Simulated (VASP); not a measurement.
# Bi (R-3m) in VASP: notebook

The runs below take Bi through single point, with LDA, PBE.

Program: VASP 6.6.1. These are calculated values, not measurements. Logs are shortened: lines on timing, memory, paths and dates and some standing lists are left out, and cuts for length are marked.

## 1. The cell of the first run

The structure is trigonal, space group R-3m (No. 166). Conventional cell: a = 4.546 Å, b = 4.546 Å, c = 11.862 Å, α = 90.00°, β = 90.00°, γ = 120.00°. Within 4.0 Å of Bi (site symmetry 3m) lie 6 Bi at 3.07 to 3.53 Å.

## 2. Single point, LDA

File INCAR:

```
SYSTEM = Bi
ALGO = Normal
EDIFF = 1E-7
ENCUT = 520
GGA = CA
ISIF = 2
ISMEAR = -1
LASPH = .TRUE.
LCHARG = .FALSE.
LREAL = .FALSE.
LWAVE = .FALSE.
NBANDS = 22
NELM = 60
PREC = Accurate
SIGMA = 0.03
```

File KPOINTS:

```
k-points
0
G
  11 11 11
  0 0 0
```

File POSCAR:

```
Bi
1.0
    2.2729996784      1.3123169762      3.9540000000
   -2.2729996784      1.3123169762      3.9540000000
    0.0000000000     -2.6246339523      3.9540000000
Bi
2
Direct
    0.2338900000      0.2338900000      0.2338900000
    0.7661100000      0.7661100000      0.7661100000
```

Potentials or basis: VASP PAW LDA potentials, release 64 (Bi_d).

Started as:

```sh
> cat potpaw_LDA.64/Bi_d/POTCAR > POTCAR
> mpirun -np 1 vasp_std > vasp.out
```

OUTCAR:

```text
SYSTEM = Bi
   EDIFF = 1E-7
   ENCUT = 520
   GGA = CA
   ISIF = 2
   ISMEAR = -1
   LASPH = .TRUE.
   LREAL = .FALSE.
   NELM = 60
   PREC = Accurate

 ion  position               nearest neighbor table
   1  0.234  0.234  0.234-   2 3.07   2 3.07   2 3.07   2 3.53   2 3.53   2 3.53
   2  0.766  0.766  0.766-   1 3.07   1 3.07   1 3.07   1 3.53   1 3.53   1 3.53

  LATTYP: Found a trigonal (rhomboedric) cell.
 ALAT       =     4.7458212550
 COS(alpha) =     0.5412184017

  Lattice vectors:

 A1 = (   2.2729996784,   1.3123169762,   3.9540000000)
 A2 = (  -2.2729996784,   1.3123169762,   3.9540000000)
 A3 = (   0.0000000000,  -2.6246339523,   3.9540000000)

Analysis of symmetry for initial positions (statically):
=====================================================================
 Subroutine PRICEL returns:
 Original cell was already a primitive cell.

 Routine SETGRP: Setting up the symmetry group for a
 trigonal (rhombohedral) supercell.

 Subroutine GETGRP returns: Found 12 space group operations
 (whereof 12 operations were pure point group operations)
 out of a pool of 12 trial point group operations.

The static configuration has the point symmetry D_3d.

Analysis of symmetry for dynamics (positions and initial velocities):
=====================================================================
 Subroutine PRICEL returns:
 Original cell was already a primitive cell.

 Routine SETGRP: Setting up the symmetry group for a
 trigonal (rhombohedral) supercell.

 Subroutine GETGRP returns: Found 12 space group operations
 (whereof 12 operations were pure point group operations)
 out of a pool of 12 trial point group operations.

The dynamic configuration has the point symmetry D_3d.

 Subroutine INISYM returns: Found 12 space group operations
 (whereof 12 operations are pure point group operations),
 and found     1 'primitive' translations

----------------------------------------------------------------------------------------

                                     Primitive cell

  volume of cell :      70.7662

  direct lattice vectors                    reciprocal lattice vectors
     2.272999678  1.312316976  3.954000000     0.219973634  0.127001837  0.084302816
    -2.272999678  1.312316976  3.954000000    -0.219973634  0.127001837  0.084302816
     0.000000000 -2.624633952  3.954000000     0.000000000 -0.254003674  0.084302816

  length of vectors
[... 71 lines left out ...]
   NGXF,Y,Z  is equivalent  to a cutoff of  25.22, 25.22, 25.22 a.u.
 SYSTEM =  Bi
   PREC   = accura    normal or accurate (medium, high low for compatibility)
   ISTART =      0    job   : 0-new  1-cont  2-samecut
   ICHARG =      2    charge: 1-file 2-atom 10-const
   ISPIN  =      1    spin polarized calculation?
   LNONCOLLINEAR =      F non collinear calculations
   LSORBIT =      F    spin-orbit coupling
   LASPH  =      T    aspherical Exc in radial PAW
   ENCUT  =  520.0 eV  38.22 Ry    6.18 a.u.   8.82  8.82  8.82*2*pi/ulx,y,z
   NELM   =     60;   NELMIN=  2; NELMDL= -5     # of ELM steps
   EDIFF  = 0.1E-06   stopping-criterion for ELM
   LREAL  =      F    real-space projection
   EDIFFG = 0.1E-05   stopping-criterion for IOM
   NSW    =      0    number of steps for IOM
   IBRION =     -1    ionic relax: 0-MD 1-quasi-New 2-CG
   NFREE  =      0    steps in history (QN), initial steepest desc. (CG)
   ISIF   =      2    stress and relaxation
   ISYM   =      2    0-nonsym 1-usesym 2-fastsym
   POTIM  = 0.5000    time-step for ionic-motion
   TEBEG  =    0.0;   TEEND  =   0.0 temperature during run
   PSTRESS=    0.0 pullay stress
   NELECT =      30.0000    total number of electrons
   NUPDOWN=      -1.0000    fix difference up-down
   EMIN   =  10.00;   EMAX   =-10.00  energy-range for DOS
   EFERMI =   0.00;   METHOD = LEGACY
   ISMEAR =    -1;   SIGMA  =   0.03  broadening in eV -4-tet -1-fermi 0-gaus
   EFERMI_NEDOS =   21; number of points for ismear=-14 and -15
   IALGO  =     38    algorithm
   IMIX   =      4    mixing-type and parameters
     AMIX     =   0.40;   BMIX     =  1.00
     AMIX_MAG =   1.60;   BMIX_MAG =  1.00
  volume/ion in A,a.u.               =      35.38       238.78
  Fermi-wavevector in a.u.,A,eV,Ry     =   1.229815  2.324014 20.578074  1.512446
  Thomas-Fermi vector in A             =   2.364688
   LORBIT       =      0    0 simple, 1 ext, 2 COOP (PROOUT), +10 PAW based schemes
   GGA     = CA    functional components
   LHFCALC =     F    Hartree Fock is set to
   AEXX    =    0.0000 exact exchange contribution
   IVDW    =     0    specifies the selected vdW correction
   LEPSILON=     F    determine dielectric tensor
   LRPA    =     F    only Hartree local field effects (RPA)
 non-spin polarized calculation
  energy-cutoff  :      520.00
  volume of cell :       70.77
 maximum number of plane-waves:      1940
   NGX = 17   NGY = 17   NGZ = 17

 number of electron      30.0000004 magnetization

 Free energy of the ion-electron system (eV)
  ---------------------------------------------------
  ext. energy  EPLUGINS =         0.00000000
  ---------------------------------------------------
  free energy    TOTEN  =        -9.10531257 eV

  energy without entropy =       -9.10467377  energy(sigma->0) =       -9.10499317

 E-fermi :   5.9842     XC(G=0):  -9.7722

 val. band max:        5.9761716961   @ k =   0.2727   0.2727   0.1818
 cond. band min:       6.1482054835   @ k =   0.4545   0.0909   0.0909
 fundamental gap:      0.1720337874
 Fermi energy:         5.9842195979

 k-point     1 :       0.0000    0.0000    0.0000
  band No.  band energies     occupation
      1     -16.8489      2.00000
      2     -16.8489      2.00000
      3     -16.6962      2.00000
      4     -16.6962      2.00000
      5     -16.6796      2.00000
      6     -16.5123      2.00000
[... 589 lines left out ...]
     21      14.0020      0.00000
     22      14.4665      0.00000

 [... further k-points ...]
[... 5 lines left out ...]
  --------------------------------------------------------------------------------------
  -------------------------------------------------------------------------------------
  Total       -0.8035084     -0.8035084     -0.7393556      0.0000000     -0.0000000      0.0000000
  in kB      -18.1917700    -18.1917700    -16.7393241      0.0000000     -0.0000000      0.0000000
  external PRESSURE =     -17.7076213 kB  Pullay stress =       0.0000000 kB

 VOLUME and BASIS-vectors are now :
 -----------------------------------------------------------------------------
  energy-cutoff  :      520.00
  volume of cell :       70.77
      direct lattice vectors                 reciprocal lattice vectors
     2.272999678  1.312316976  3.954000000     0.219973634  0.127001837  0.084302816
    -2.272999678  1.312316976  3.954000000    -0.219973634  0.127001837  0.084302816
     0.000000000 -2.624633952  3.954000000     0.000000000 -0.254003674  0.084302816

 POSITION                                       TOTAL-FORCE (eV/Angst)
 -----------------------------------------------------------------------------------
      0.00000      0.00000      2.77440         0.000000      0.000000      0.060846
      0.00000      0.00000      9.08760         0.000000     -0.000000     -0.060846
 -----------------------------------------------------------------------------------
    total drift:                                0.000000     -0.000000      0.000000

  FREE ENERGIE OF THE ION-ELECTRON SYSTEM (eV)
  ---------------------------------------------------
  free  energy   TOTEN  =        -9.1053125652 eV

  energy  without entropy=       -9.1046737690  energy(sigma->0) =       -9.10499317
```

stdout:

```text
POSCAR found type information on POSCAR Bi
 POSCAR found :  1 types and       2 ions
 scaLAPACK will be used
 LDA part: xc-table for (Slater(with rela. corr.)+CA(PZ))
 , standard interpolation
 POSCAR, INCAR and KPOINTS ok, starting setup
 FFT: planning ... GRIDC
 FFT: planning ... GRID_SOFT
 FFT: planning ... GRID
 WAVECAR not read
 entering main loop
```

Wall time 83 s (1 thread of Intel Xeon Platinum 8488C (Sapphire Rapids), shared host); peak memory 0.29 GiB.

Results:

```
Free energy            : -9.1053 eV
Pressure               : -1.8 GPa
Largest force          : 0.061 eV/Å
Band gap on the k mesh : zero (bands 15 and 16 overlap by 0.06 eV)
```

Forces on the atoms (eV/Å):
```
Bi   0.000  0.000  0.061
Bi   0.000  0.000 -0.061
```

Stress tensor (GPa, compression positive):
```
-1.82  0.00  0.00
 0.00 -1.82  0.00
 0.00  0.00 -1.67
```

Caveat: spin-orbit coupling is left out, which moves the levels of the heavy elements.

## 3. Single point, PBE

File INCAR:

```
ALGO = Normal
EDIFF = 1E-6
ENCUT = 520
GGA = PE
ISIF = 2
ISMEAR = -1
LASPH = True
LCHARG = True
LELF = True
LREAL = False
LVHAR = True
LWAVE = False
NBANDS = 22
NELM = 100
PREC = Accurate
SIGMA = 0.03
```

File KPOINTS:

```
k-points
0
Gamma
  11 11 11
```

POSCAR is that of step 2.

Potentials or basis: VASP PAW PBE potentials, release 64 (Bi_d).

Started as:

```sh
> cat potpaw_PBE.64/Bi_d/POTCAR > POTCAR
> mpirun -np 1 vasp_std > vasp.out
```

It took 74 s on 1 thread of Intel Xeon Platinum 8488C (Sapphire Rapids), shared host; peak memory 0.32 GiB.

The run converged. Its results:

| Quantity | Value |
| --- | --- |
| Free energy | -7.7605 eV |
| Pressure | 1.7 GPa |
| Largest force | 0.198 eV/Å |
| Band gap on the k mesh | zero (bands 15 and 16 overlap by 0.05 eV) |

Forces on the atoms (eV/Å):
```
Bi   0.000  0.000  0.198
Bi   0.000  0.000 -0.198
```

Stress tensor (GPa, compression positive):
```
1.70 0.00 0.00
0.00 1.70 0.00
0.00 0.00 1.82
```

Levels at points of the mesh, in eV from the Fermi level:
| k point | band 13 | band 14 | band 15 | band 16 | band 17 | band 18 |
| --- | --- | --- | --- | --- | --- | --- |
| (0.00, 0.00, 0.00) | -1.44 | -1.18 | -1.18 | 2.50 | 2.98 | 2.98 |

Caveat: spin-orbit coupling is left out, which moves the levels of the heavy elements.

## 4. Single point, PBE (33.26 Å³/atom)

This run uses another cell than the first one, of 33.26 Å³/atom.

File INCAR:

```
SYSTEM = Bi
  PREC = Accurate
  ENCUT = 520
  EDIFF = 1E-6
  ISMEAR = -1
  SIGMA = 0.03
  LREAL = .FALSE.
  LASPH = .TRUE.
  NELM = 60
  ALGO = Normal
  ISIF = 2
  LWAVE = .FALSE.
  LCHARG = .TRUE.
  GGA = PE
  LELF = .TRUE.
  LVHAR = .TRUE.
  NBANDS = 22
```

File KPOINTS:

```
regular mesh
0
G
  11 11 11
  0 0 0
```

File POSCAR:

```
Bi
1.0
    2.2265989101      1.2855274801      3.8732834739
   -2.2265989101      1.2855274801      3.8732834739
    0.0000000000     -2.5710549601      3.8732834739
Bi
2
Direct
    0.2338900000      0.2338900000      0.2338900000
    0.7661100000      0.7661100000      0.7661100000
```

Started as:

```sh
> cat potpaw_PBE.64/Bi_d/POTCAR > POTCAR
> mpirun -np 1 vasp_std > vasp.out
```

Run time: 3.6 min. Hardware: 1 thread of Intel Xeon 8259CL, shared host; peak memory 0.31 GiB.

Results (log left out):

* Free energy: -7.6677 eV
* Pressure: 5.3 GPa
* Largest force: 0.511 eV/Å
* Band gap on the k mesh: zero (bands 15 and 16 overlap by 0.07 eV)

Forces on the atoms (eV/Å):
```
Bi   0.000  0.000  0.511
Bi   0.000  0.000 -0.511
```

Stress tensor (GPa, compression positive):
```
5.49 0.00 0.00
0.00 5.49 0.00
0.00 0.00 5.03
```

Levels at points of the mesh, in eV from the Fermi level:
```
           k point  band 11  band 12  band 13  band 14  band 15  band 16  band 17  band 18  band 19  band 20
(0.00, 0.00, 0.00)   -13.50    -7.23    -1.60    -1.31    -1.31     2.55     3.08     3.08     5.67     5.80
```

Caveat: the cell stands under pressure; spin-orbit coupling is left out, which moves the levels of the heavy elements.

## 5. Single point, PBE (33.97 Å³/atom)

This run uses another cell than the first one, of 33.97 Å³/atom.

File INCAR:

```
SYSTEM = Bi
PREC = Accurate ; ENCUT = 520
EDIFF = 1E-7 ; ISMEAR = -1
SIGMA = 0.03 ; LREAL = .FALSE.
LASPH = .TRUE. ; NELM = 60
ALGO = Normal ; ISIF = 2
LWAVE = .FALSE. ; LCHARG = .FALSE.
GGA = PE ; NBANDS = 22
```

KPOINTS is that of step 4.

File POSCAR:

```
Bi
1.0
    2.2422797007      1.2945807888      3.9005610168
   -2.2422797007      1.2945807888      3.9005610168
    0.0000000000     -2.5891615775      3.9005610168
Bi
2
Direct
    0.2338900000      0.2338900000      0.2338900000
    0.7661100000      0.7661100000      0.7661100000
```

Potentials or basis: VASP PAW PBE potentials, release 64 (Bi_d).

Started as:

```sh
> cat potpaw_PBE.64/Bi_d/POTCAR > POTCAR
> mpirun -np 1 vasp_std > vasp.out
```

OUTCAR:

```text
SYSTEM = Bi
   PREC = Accurate
   ENCUT = 520
   EDIFF = 1E-7
   ISMEAR = -1
   LREAL = .FALSE.
   LASPH = .TRUE.
   NELM = 60
   ISIF = 2
   GGA = PE

 ion  position               nearest neighbor table
   1  0.234  0.234  0.234-   2 3.03   2 3.03   2 3.03   2 3.48   2 3.48   2 3.48
   2  0.766  0.766  0.766-   1 3.03   1 3.03   1 3.03   1 3.48   1 3.48   1 3.48

  LATTYP: Found a trigonal (rhomboedric) cell.
 ALAT       =     4.6816806727
 COS(alpha) =     0.5412184017

  Lattice vectors:

[... 188 lines left out ...]
      3     -16.0775      2.00000
      4     -16.0775      2.00000
      5     -16.0585      2.00000
      6     -15.8684      2.00000
[... 589 lines left out ...]
     21      14.8727      0.00000
     22      15.3070      0.00000

 [... further k-points ...]
[... 5 lines left out ...]
  --------------------------------------------------------------------------------------
  -------------------------------------------------------------------------------------
  Total        1.7310082      1.7310082      1.6277821      0.0000000      0.0000000      0.0000000
  in kB       40.8237059     40.8237059     38.3892462      0.0000000      0.0000000      0.0000000
  external PRESSURE =      40.0122193 kB  Pullay stress =       0.0000000 kB

 VOLUME and BASIS-vectors are now :
 -----------------------------------------------------------------------------
  energy-cutoff  :      520.00
  volume of cell :       67.94
      direct lattice vectors                 reciprocal lattice vectors
     2.242279701  1.294580789  3.900561017     0.222987346  0.128741804  0.085457792
    -2.242279701  1.294580789  3.900561017    -0.222987346  0.128741804  0.085457792
     0.000000000 -2.589161578  3.900561017     0.000000000 -0.257483609  0.085457792

 POSITION                                       TOTAL-FORCE (eV/Angst)
 -----------------------------------------------------------------------------------
      0.00000      0.00000      2.73691         0.000000      0.000000      0.399559
      0.00000      0.00000      8.96478         0.000000     -0.000000     -0.399559
 -----------------------------------------------------------------------------------
    total drift:                                0.000000     -0.000000      0.000000

  FREE ENERGIE OF THE ION-ELECTRON SYSTEM (eV)
  ---------------------------------------------------
  free  energy   TOTEN  =        -7.7094427323 eV

  energy  without entropy=       -7.7088783676  energy(sigma->0) =       -7.70916055
```

Wall time 3.7 min (1 thread of Intel Xeon 8259CL, shared host); peak memory 0.32 GiB.

What came out:

```
Free energy            : -7.7094 eV
Pressure               : 4.0 GPa
Largest force          : 0.400 eV/Å
Band gap on the k mesh : zero (bands 15 and 16 overlap by 0.06 eV)
```

Forces on the atoms (eV/Å):
```
Bi   0.000  0.000  0.400
Bi   0.000  0.000 -0.400
```

Caveat: the cell stands under pressure; spin-orbit coupling is left out, which moves the levels of the heavy elements.

## 6. Single point, PBE (34.68 Å³/atom)

This run uses another cell than the first one, of 34.68 Å³/atom.

File INCAR:

```
SYSTEM = Bi
PREC = Accurate ; ENCUT = 520
EDIFF = 1E-7 ; ISMEAR = -1
SIGMA = 0.03 ; LREAL = .False.
LASPH = .True. ; NELM = 80
ALGO = Normal ; ISIF = 2
LWAVE = .False. ; LCHARG = .True.
GGA = PE ; LELF = .True.
LVHAR = .True. ; NBANDS = 22
```

File KPOINTS:

```
Automatic mesh
0
Gamma
  11 11 11
  0 0 0
```

File POSCAR:

```
Bi
1.0
    2.2577441873      1.3035092143      3.9274622876
   -2.2577441873      1.3035092143      3.9274622876
    0.0000000000     -2.6070184286      3.9274622876
Bi
2
Direct
    0.2338900000      0.2338900000      0.2338900000
    0.7661100000      0.7661100000      0.7661100000
```

Potentials or basis: VASP PAW PBE potentials, release 64 (Bi_d).

Started as:

```sh
> cat potpaw_PBE.64/Bi_d/POTCAR > POTCAR
> mpirun -np 1 vasp_std > vasp.out
```

It took 4 min on 1 thread of Intel Xeon 8259CL, shared host; peak memory 0.32 GiB.

The run converged. Its results:

```yaml
Free_energy: -7.7400 eV
Pressure: 2.8 GPa
Largest_force: 0.295 eV/Å
Band_gap_on_the_k_mesh: zero (bands 15 and 16 overlap by 0.06 eV)
```

Forces in eV/Å, atoms in the order of the input:
```
Bi   0.000  0.000  0.295
Bi   0.000  0.000 -0.295
```

Levels at points of the mesh, in eV from the Fermi level:
```
           k point  band 13  band 14  band 15  band 16  band 17  band 18
(0.00, 0.00, 0.00)    -1.49    -1.22    -1.22     2.52     3.01     3.01
```

Caveat: spin-orbit coupling is left out, which moves the levels of the heavy elements.

## 7. The runs side by side

| level | potentials or basis | cell | gap on the mesh (eV) | pressure (GPa) | largest force (eV/Å) |
| --- | --- | --- | --- | --- | --- |
| LDA | VASP PAW LDA potentials, release 64 (Bi_d) | a = 4.746 Å, angles 57.2°, 2 atoms | none | -1.8 | 0.06 |
| PBE | VASP PAW PBE potentials, release 64 (Bi_d) | a = 4.746 Å, angles 57.2°, 2 atoms | none | 1.7 | 0.20 |
| PBE | VASP PAW PBE potentials, release 64 (Bi_d) | a = 4.649 Å, angles 57.2°, 2 atoms | none | 5.3 | 0.51 |
| PBE | VASP PAW PBE potentials, release 64 (Bi_d) | a = 4.682 Å, angles 57.2°, 2 atoms | none | 4.0 | 0.40 |
| PBE | VASP PAW PBE potentials, release 64 (Bi_d) | a = 4.714 Å, angles 57.2°, 2 atoms | none | 2.8 | 0.30 |

Alike in all rows: task single point; no spin polarisation; k mesh 11 × 11 × 11; cutoff (eV) 520; smearing fermi-dirac 0.03 eV.

Caveats: spin-orbit coupling is left out, which moves the levels of the heavy elements; the cell stands under pressure (at least some runs).

Absolute energies hang on the potentials; compare differences alone.
